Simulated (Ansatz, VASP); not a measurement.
# One calculation of MgH2, two programs

```
Mg H
1.0
     0.00000    2.55807    2.55807
     2.55807    0.00000    2.55807
     2.55807    2.55807    0.00000
Mg H
1 2
Direct
  0.00000 0.00000 0.00000
  0.75000 0.75000 0.75000
  0.25000 0.25000 0.25000
```

Alike in both runs: task single point; functional PBE; dispersion D3(BJ); k mesh 2 × 2 × 2; occupations gaussian, width 0.1 eV; collinear spin.

```csv
,VASP,Ansatz
version,VASP 6.6.1,Ansatz 0.2.0
potentials or method,"VASP PAW PBE potentials, release 64 (Mg, H), cutoff 520 eV","scalar-relativistic, plane waves, PAW"
valence electrons in the cell,4,12
```

|  | VASP | Ansatz | Ansatz less VASP |
| --- | --- | --- | --- |
| gap on the k mesh at the Fermi level (eV) | none | none | - |
| pressure (GPa) | -12.1 | -11.8 | +0.27 |
| net moment per atom (μB) | 0.08 | 0.08 | 0.000 |
| size of the moment on the site where the two differ most (μB) | 0.05 | 0.04 | -0.010 |

Site moments also hang on the region over which each program counts them. A gap of «none» marks a metal or a gap that the smearing closes. VASP's potentials hold 4 valence electrons a cell and Ansatz's 12, so a difference there can come from the potentials and not from the codes. Ansatz's warnings: force scf threshold loose, stress scf threshold loose.

The k mesh is coarse, so the values compare programs but aren't converged.
